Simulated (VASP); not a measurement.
# Lu2NF3 (P-3m1) in VASP: notebook

Lu2NF3 is run at these levels: PBE; tasks: relaxation of cell and atoms.

Program: VASP 6.6.1. These are calculated values, not measurements. Logs are shortened: lines on timing, memory, paths and dates and some standing lists are left out, and cuts for length are marked.

## 1. The cell of the first run

It takes space group P-3m1 (No. 164, trigonal). The conventional cell has a = 3.638 Å, b = 3.638 Å, c = 6.452 Å, α = 90.00°, β = 90.00°, γ = 120.00°. Within 2.9 Å of Lu (site symmetry 3m) lie 6 F at 2.19 to 2.80 Å and 3 N at 2.51 Å. Within 3.3 Å of N (site symmetry -3m) lie 6 Lu at 2.51 Å and 8 F at 2.89 to 3.23 Å. Within 2.9 Å of F (site symmetry 3m) lie 3 Lu at 2.19 Å and 3 F at 2.44 Å and 3 N at 2.89 Å. F (site symmetry -3m) has 6 F at 2.44 Å and 6 Lu at 2.80 Å within 3.2 Å.

## 2. Relaxation of cell and atoms, PBE

The input, INCAR:

```
ALGO = Normal
EDIFF = 1E-6
EDIFFG = -0.01
ENCUT = 600
GGA = PE
IBRION = 2
ISIF = 3
ISMEAR = 0
LASPH = True
LCHARG = False
LREAL = False
LWAVE = False
NELM = 80
NSW = 100
PREC = Accurate
SIGMA = 0.02
```

The input, KPOINTS:

```
k-points
0
Gamma
  6 6 4
```

The input, POSCAR:

```
Lu2NF3
1.0
    3.6376862103      0.0000000000      0.0000000000
   -1.8188431052      3.1503286691      0.0000000000
    0.0000000000      0.0000000000      6.4519983770
Lu N F
2 1 3
Direct
    0.3333333333      0.6666666667      0.2133960965
    0.6666666667      0.3333333333      0.7866039035
    0.0000000000      0.0000000000      0.0000000000
    0.3333333333      0.6666666667      0.6928078277
    0.6666666667      0.3333333333      0.3071921723
    0.0000000000      0.0000000000      0.5000000000
```

Potentials or basis: VASP PAW PBE potentials, release 64 (Lu, N, F).

Run with:

```sh
$ cat potpaw_PBE.64/Lu/POTCAR potpaw_PBE.64/N/POTCAR potpaw_PBE.64/F/POTCAR > POTCAR
$ mpirun -np 1 vasp_std > vasp.out
```

OUTCAR:

```text
EDIFF = 1E-6
   EDIFFG = -0.01
   ENCUT = 600
   GGA = PE
   IBRION = 2
   ISIF = 3
   ISMEAR = 0
   LASPH = True
   LREAL = False
   NELM = 80
   NSW = 100
   PREC = Accurate

 ion  position               nearest neighbor table
   1  0.333  0.667  0.213-   5 2.19   5 2.19   5 2.19   3 2.51   3 2.51   3 2.51   6 2.80   6 2.80
                             6 2.80   2 3.46   2 3.46   2 3.46
   2  0.667  0.333  0.787-   4 2.19   4 2.19   4 2.19   3 2.51   3 2.51   3 2.51   6 2.80   6 2.80
                             6 2.80   1 3.46   1 3.46   1 3.46
   3  0.000  0.000  0.000-   1 2.51   2 2.51   2 2.51   1 2.51   2 2.51   1 2.51
   4  0.333  0.667  0.693-   2 2.19   2 2.19   2 2.19
   5  0.667  0.333  0.307-   1 2.19   1 2.19   1 2.19
   6  0.000  0.000  0.500-   1 2.80   2 2.80   2 2.80   1 2.80   2 2.80   1 2.80

  LATTYP: Found a hexagonal cell.
 ALAT       =     3.6376862103
 C/A-ratio  =     1.7736544617

  Lattice vectors:

 A1 = (   3.6376862103,   0.0000000000,   0.0000000000)
 A2 = (  -1.8188431052,   3.1503286691,   0.0000000000)
 A3 = (   0.0000000000,   0.0000000000,   6.4519983770)

Analysis of symmetry for initial positions (statically):
=====================================================================
 Subroutine PRICEL returns:
 Original cell was already a primitive cell.

 Routine SETGRP: Setting up the symmetry group for a
 hexagonal supercell.

 Subroutine GETGRP returns: Found 12 space group operations
 (whereof 12 operations were pure point group operations)
 out of a pool of 24 trial point group operations.

The static configuration has the point symmetry D_3d.

Analysis of symmetry for dynamics (positions and initial velocities):
=====================================================================
 Subroutine PRICEL returns:
 Original cell was already a primitive cell.

 Routine SETGRP: Setting up the symmetry group for a
 hexagonal supercell.

 Subroutine GETGRP returns: Found 12 space group operations
 (whereof 12 operations were pure point group operations)
 out of a pool of 24 trial point group operations.

The dynamic configuration has the point symmetry D_3d.

 Subroutine INISYM returns: Found 12 space group operations
 (whereof 12 operations are pure point group operations),
 and found     1 'primitive' translations

----------------------------------------------------------------------------------------

                                     Primitive cell

  volume of cell :      73.9393

  direct lattice vectors                    reciprocal lattice vectors
     3.637686210  0.000000000  0.000000000     0.274900017  0.158713599  0.000000000
    -1.818843105  3.150328669  0.000000000     0.000000000  0.317427197  0.000000000
     0.000000000  0.000000000  6.451998377     0.000000000  0.000000000  0.154990740

  length of vectors
     3.637686210  3.637686210  6.451998377     0.317427197  0.317427197  0.154990740

  position of ions in fractional coordinates (direct lattice)
     0.333333333  0.666666667  0.213396096
     0.666666667  0.333333333  0.786603904
     0.000000000  0.000000000  0.000000000
     0.333333333  0.666666667  0.692807828
     0.666666667  0.333333333  0.307192172
     0.000000000  0.000000000  0.500000000

  ion indices of the primitive-cell ions
   primitive index   ion index
                 1           1
                 2           2
                 3           3
                 4           4
                 5           5
                 6           6

----------------------------------------------------------------------------------------

 KPOINTS: k-points

Automatic generation of k-mesh.
 Grid dimensions read from file:
 generate k-points for:    6    6    4

 Generating k-lattice:

  Cartesian coordinates                     Fractional coordinates (reciprocal lattice)
     0.045816669  0.026452266  0.000000000     0.166666667  0.000000000  0.000000000
     0.000000000  0.052904533  0.000000000     0.000000000  0.166666667  0.000000000
     0.000000000  0.000000000  0.038747685     0.000000000  0.000000000  0.250000000

  Length of vectors
     0.052904533  0.052904533  0.038747685

  Shift w.r.t. Gamma in fractional coordinates (k-lattice)
     0.000000000  0.000000000  0.000000000

 Subroutine IBZKPT returns following result:
 ===========================================

 Found     24 irreducible k-points:

 Following reciprocal coordinates:
            Coordinates               Weight
  0.000000  0.000000  0.000000      1.000000
  0.166667  0.000000  0.000000      6.000000
  0.333333  0.000000  0.000000      6.000000
  0.500000  0.000000  0.000000      3.000000
  0.166667  0.166667  0.000000      6.000000
  0.333333  0.166667  0.000000     12.000000
[... 16 lines left out ...]
  0.333333  0.166667  0.500000     12.000000
  0.333333  0.333333  0.500000      2.000000
   k-points           NKPTS =     24   k-points in BZ     NKDIM =     24   number of bands    NBANDS=     45
   number of dos      NEDOS =    301   number of ions     NIONS =      6
   total plane-waves  NPLWV =  48600
   dimension x,y,z NGX =    30 NGY =   30 NGZ =   54
   dimension x,y,z NGXF=    60 NGYF=   60 NGZF=  108
   ions per type =               2   1   3
   NGX,Y,Z   is equivalent  to a cutoff of  13.71, 13.71, 13.91 a.u.
   NGXF,Y,Z  is equivalent  to a cutoff of  27.42, 27.42, 27.83 a.u.
 SYSTEM =  unknown system
   PREC   = accura    normal or accurate (medium, high low for compatibility)
   ISTART =      0    job   : 0-new  1-cont  2-samecut
   ICHARG =      2    charge: 1-file 2-atom 10-const
   ISPIN  =      1    spin polarized calculation?
   LNONCOLLINEAR =      F non collinear calculations
   LSORBIT =      F    spin-orbit coupling
   LASPH  =      T    aspherical Exc in radial PAW
   ENCUT  =  600.0 eV  44.10 Ry    6.64 a.u.   7.27  7.27 12.89*2*pi/ulx,y,z
   NELM   =     80;   NELMIN=  2; NELMDL= -5     # of ELM steps
   EDIFF  = 0.1E-05   stopping-criterion for ELM
   LREAL  =      F    real-space projection
   EDIFFG = -.1E-01   stopping-criterion for IOM
   NSW    =    100    number of steps for IOM
   IBRION =      2    ionic relax: 0-MD 1-quasi-New 2-CG
   NFREE  =      1    steps in history (QN), initial steepest desc. (CG)
   ISIF   =      3    stress and relaxation
   ISYM   =      2    0-nonsym 1-usesym 2-fastsym
   POTIM  = 0.5000    time-step for ionic-motion
   TEBEG  =    0.0;   TEEND  =   0.0 temperature during run
   PSTRESS=    0.0 pullay stress
   NELECT =      76.0000    total number of electrons
   NUPDOWN=      -1.0000    fix difference up-down
   EMIN   =  10.00;   EMAX   =-10.00  energy-range for DOS
   EFERMI =   0.00;   METHOD = LEGACY
   ISMEAR =     0;   SIGMA  =   0.02  broadening in eV -4-tet -1-fermi 0-gaus
   EFERMI_NEDOS =   21; number of points for ismear=-14 and -15
   IALGO  =     38    algorithm
   IMIX   =      4    mixing-type and parameters
     AMIX     =   0.40;   BMIX     =  1.00
     AMIX_MAG =   1.60;   BMIX_MAG =  1.00
  volume/ion in A,a.u.               =      12.32        83.16
  Fermi-wavevector in a.u.,A,eV,Ry     =   1.652168  3.122145 37.139273  2.729660
  Thomas-Fermi vector in A             =   2.740823
   LORBIT       =      0    0 simple, 1 ext, 2 COOP (PROOUT), +10 PAW based schemes
   GGA     = PE    functional components
   LHFCALC =     F    Hartree Fock is set to
   AEXX    =    0.0000 exact exchange contribution
   IVDW    =     0    specifies the selected vdW correction
   LEPSILON=     F    determine dielectric tensor
   LRPA    =     F    only Hartree local field effects (RPA)
 conjugate gradient relaxation of ions
 non-spin polarized calculation
 Gauss-broadening in eV      SIGMA  =   0.02
  energy-cutoff  :      600.00
  volume of cell :       73.94
 maximum number of plane-waves:      2498
 NGX is ok and might be reduce to    30
   NGX = 15   NGY = 15   NGZ = 25

--------------------------------------- Ionic step        1  -------------------------------------------

 number of electron      76.0000004 magnetization

 Free energy of the ion-electron system (eV)
  ---------------------------------------------------
  ext. energy  EPLUGINS =         0.00000000
  ---------------------------------------------------
  free energy    TOTEN  =       -40.34698593 eV

  energy without entropy =      -40.34698593  energy(sigma->0) =      -40.34698593

------------------------ aborting loop because EDIFF is reached ----------------------------------------

  FORCE on cell =-STRESS in cart. coord.  units (eV):
  Direction    XX          YY          ZZ          XY          YZ          ZX
  --------------------------------------------------------------------------------------
  -------------------------------------------------------------------------------------
  Total        0.4625222      0.4625222      0.0136910     -0.0000000      0.0000000     -0.0000000
  in kB       10.0223098     10.0223098      0.2966682     -0.0000000      0.0000000     -0.0000000
  external PRESSURE =       6.7804293 kB  Pullay stress =       0.0000000 kB
[... 101 lines left out ...]
  FREE ENERGIE OF THE ION-ELECTRON SYSTEM (eV)
  ---------------------------------------------------
  free  energy   TOTEN  =       -40.3481021137 eV

  energy  without entropy=      -40.3481021137  energy(sigma->0) =      -40.34810211

[... ionic steps 4 to 12 ...]

--------------------------------------- Ionic step       13  -------------------------------------------

 number of electron      75.9999997 magnetization

------------------------ aborting loop because EDIFF is reached ----------------------------------------

  FORCE on cell =-STRESS in cart. coord.  units (eV):
  Direction    XX          YY          ZZ          XY          YZ          ZX
  --------------------------------------------------------------------------------------
  -------------------------------------------------------------------------------------
  Total       -0.0760200     -0.0760200     -0.0294068      0.0000000      0.0000000     -0.0000000
  in kB       -1.6507186     -1.6507186     -0.6385473      0.0000000      0.0000000     -0.0000000
  external PRESSURE =      -1.3133282 kB  Pullay stress =       0.0000000 kB
[... 65 lines left out ...]
  energy  without entropy=      -40.3495490485  energy(sigma->0) =      -40.34954905

--------------------------------------- Ionic step       15  -------------------------------------------

 number of electron      75.9999997 magnetization

 Free energy of the ion-electron system (eV)
  ---------------------------------------------------
  ext. energy  EPLUGINS =         0.00000000
  ---------------------------------------------------
  free energy    TOTEN  =       -40.34959857 eV

  energy without entropy =      -40.34959857  energy(sigma->0) =      -40.34959857

 E-fermi :   2.6458     XC(G=0): -11.7644

 val. band max:        2.4499367343   @ k =   0.0000   0.0000   0.0000
 cond. band min:       5.5736203379   @ k =   0.0000   0.0000   0.0000
 fundamental gap:      3.1236836035
 Fermi energy:         2.6457955628

 k-point     1 :       0.0000    0.0000    0.0000
  band No.  band energies     occupation
      1     -52.4089      2.00000
      2     -52.3936      2.00000
      3     -23.6006      2.00000
      4     -23.2487      2.00000
      5     -23.0022      2.00000
      6     -23.0022      2.00000
[... 1174 lines left out ...]
  FREE ENERGIE OF THE ION-ELECTRON SYSTEM (eV)
  ---------------------------------------------------
  free  energy   TOTEN  =       -40.3495985660 eV

  energy  without entropy=      -40.3495985660  energy(sigma->0) =      -40.34959857

 reached required accuracy - stopping structural energy minimisation
```

Wall time 10 min (1 thread of Intel Xeon 6975P-C (Granite Rapids), shared host); peak memory 0.26 GiB.

What came out:

```
Free energy                            : -40.3496 eV
Relaxed volume                         : 12.28 Å³/atom
Relaxed cell                           : a = 3.651 Å, b = 3.651 Å, c = 6.382 Å, α = 90.00°, β = 90.00°, γ = 120.00°
Space group after relaxing (to 0.05 Å) : P-3m1 (No. 164)
Energy gained by relaxing              : 0.4 meV/atom
Ionic steps                            : 15
Pressure after relaxing                : 0.0 GPa
Largest force after relaxing           : 0.003 eV/Å
Band gap on the k mesh                 : 3.12 eV, direct
```

Forces in eV/Å, atoms in the order of the input:
```
Lu   0.000  0.000  0.003
Lu   0.000  0.000 -0.003
N    0.000  0.000  0.000
F    0.000  0.000  0.001
F    0.000  0.000 -0.001
F    0.000  0.000  0.000
```

Step by step:
| step | energy change (eV) | largest force (eV/Å) | pressure (GPa) | volume (Å³) |
| --- | --- | --- | --- | --- |
| 1 | 0.0000 | 0.0535 | 0.68 | 73.94 |
| 2 | -0.0006 | 0.0461 | -0.58 | 74.50 |
| 3 | -0.0011 | 0.0241 | -0.12 | 74.27 |
| 4 | -0.0013 | 0.0252 | -0.12 | 74.22 |
| 5 | -0.0018 | 0.0344 | 0.02 | 74.06 |
| 6 | -0.0019 | 0.0550 | 0.11 | 73.74 |
| 7 | -0.0020 | 0.0475 | 0.06 | 73.86 |
| 8 | -0.0022 | 0.0320 | 0.09 | 73.83 |
| 9 | -0.0024 | 0.0351 | 0.00 | 73.77 |
| 10 | -0.0024 | 0.0384 | 0.07 | 73.75 |
| 11 | -0.0025 | 0.0266 | 0.10 | 73.77 |
| 12 | -0.0026 | 0.0156 | -0.01 | 73.79 |
| 13 | -0.0026 | 0.0182 | -0.13 | 73.78 |
| 14 | -0.0026 | 0.0222 | -0.17 | 73.78 |
| 15 | -0.0026 | 0.0030 | 0.00 | 73.67 |

Final structure:
```yaml
crystal:
  lattice:
    - [3.65103, 0.00000, 0.00000]
    - [-1.82552, 3.16189, 0.00000]
    - [0.00000, 0.00000, 6.38167]
  atoms:
    - { symbol: Lu, position: [0.33333, 0.66667, 0.21567] }
    - { symbol: Lu, position: [0.66667, 0.33333, 0.78433] }
    - { symbol: N, position: [0.00000, 0.00000, 0.00000] }
    - { symbol: F, position: [0.33333, 0.66667, 0.68868] }
    - { symbol: F, position: [0.66667, 0.33333, 0.31132] }
    - { symbol: F, position: [0.00000, 0.00000, 0.50000] }
```

Caveat: spin-orbit coupling is left out, which moves the levels of the heavy elements.

## 3. Relaxation of cell and atoms, PBE

This run uses another cell than the first one, of 17.63 Å³/atom, 1.431 times its volume.

The input, INCAR:

```
ALGO     = Normal         # electronic algorithm
EDIFF    = 1E-6           # SCF threshold, eV
EDIFFG   = -0.04          # ionic threshold
ENCUT    = 600            # plane-wave cutoff, eV
GGA      = PE             # functional
IBRION   = 2              # ionic algorithm
ISIF     = 3              # what is computed and relaxed
ISMEAR   = 0              # smearing method
LASPH    = T              # aspherical terms in the spheres
LCHARG   = F              # write CHGCAR
LREAL    = F              # projectors in reciprocal space
LWAVE    = F              # write WAVECAR
NELM     = 60             # most SCF steps
NSW      = 90             # ionic steps
PREC     = Accurate       # precision mode
SIGMA    = 0.1            # smearing width, eV
```

KPOINTS is that of step 2.

The input, POSCAR:

```
Lu2NF3
1.0
    4.2450861200      0.0000000000      0.0000000000
   -2.1225430600      3.6763524200      0.0000000000
    0.0000000000      0.0000000000      6.7794917200
Lu N F
2 1 3
Direct
    0.3333333300      0.6666666700      0.2553434100
    0.6666666700      0.3333333300      0.7446565900
    0.0000000000      0.0000000000      0.0000000000
    0.3333333300      0.6666666700      0.6457243600
    0.6666666700      0.3333333300      0.3542756400
    0.0000000000      0.0000000000      0.5000000000
```

Potentials or basis: VASP PAW PBE potentials, release 64 (Lu, N, F).

Run with:

```sh
$ cat potpaw_PBE.64/Lu/POTCAR potpaw_PBE.64/N/POTCAR potpaw_PBE.64/F/POTCAR > POTCAR
$ mpirun -np 1 vasp_std > vasp.out
```

Wall time 19 min (1 thread of Intel Xeon 6975P-C (Granite Rapids), shared host); peak memory 0.38 GiB.

Results (log left out):

* Free energy: -40.4226 eV
* Relaxed volume: 12.27 Å³/atom
* Relaxed cell: a = 3.654 Å, b = 3.654 Å, c = 6.366 Å, α = 90.00°, β = 90.00°, γ = 120.00°
* Space group after relaxing (to 0.05 Å): P-3m1 (No. 164)
* Energy gained by relaxing: 690.8 meV/atom
* Ionic steps: 20
* Pressure after relaxing: 0.2 GPa
* Largest force after relaxing: 0.019 eV/Å
* Band gap on the k mesh: 3.11 eV, direct

Forces on the atoms (eV/Å):
```
Lu   0.000  0.000 -0.019
Lu   0.000  0.000  0.019
N    0.000  0.000  0.000
F    0.000  0.000 -0.004
F    0.000  0.000  0.004
F    0.000  0.000  0.000
```

The path:
```csv
step,energy change (eV),largest force (eV/Å),pressure (GPa),volume (Å³)
1,0.0000,0.7465,-24.31,105.80
2,-3.7248,2.3891,4.05,69.88
3,-3.7499,2.2786,1.58,71.36
4,-3.7510,2.2301,0.17,72.04
5,-4.0061,0.5971,1.29,70.27
6,-4.0066,0.5844,1.34,70.34
7,-4.0419,0.4514,-0.44,71.22
8,-4.0676,0.2720,-3.15,72.76
9,-4.0889,0.1961,-2.11,72.39
10,-4.1132,0.3583,1.61,71.32
11,-4.1131,0.3282,1.28,71.44
12,-4.1217,0.2464,1.27,71.64
13,-4.1366,0.0231,1.24,72.24
14,-4.1224,0.4411,2.09,73.41
15,-4.1384,0.1242,1.48,72.57
16,-4.1434,0.0356,-0.66,73.88
17,-4.1437,0.0524,-0.35,73.63
18,-4.1447,0.0448,-0.06,73.61
19,-4.1447,0.0477,0.02,73.61
20,-4.1449,0.0190,0.22,73.63
```

Final structure:
```
Lu N F
1.0
     3.65443    0.00000    0.00000
    -1.82721    3.16483    0.00000
     0.00000    0.00000    6.36587
Lu N F
2 1 3
Direct
  0.33333 0.66667 0.21637
  0.66667 0.33333 0.78363
  0.00000 0.00000 0.00000
  0.33333 0.66667 0.68802
  0.66667 0.33333 0.31198
  0.00000 0.00000 0.50000
```

Levels at points of the mesh, in eV from the valence-band top:
```csv
k point,band 35,band 36,band 37,band 38,band 39,band 40,band 41,band 42
"(0.00, 0.00, 0.00)",-2.78,-0.20,0.00,0.00,3.11,4.17,4.17,5.59
"(0.50, 0.00, 0.00)",-2.50,-1.40,-0.73,-0.35,3.23,5.72,5.91,6.38
"(0.00, 0.00, 0.50)",-2.77,-0.77,-0.01,-0.01,3.95,4.67,4.67,5.67
"(0.50, 0.00, 0.50)",-2.43,-1.42,-0.74,-0.53,3.91,5.56,6.15,6.29
```

Caveat: the volume moved by over 15 % at a fixed basis, so the end points are rough; spin-orbit coupling is left out, which moves the levels of the heavy elements. PBE gaps usually lie below the measured ones, often by a third to a half.
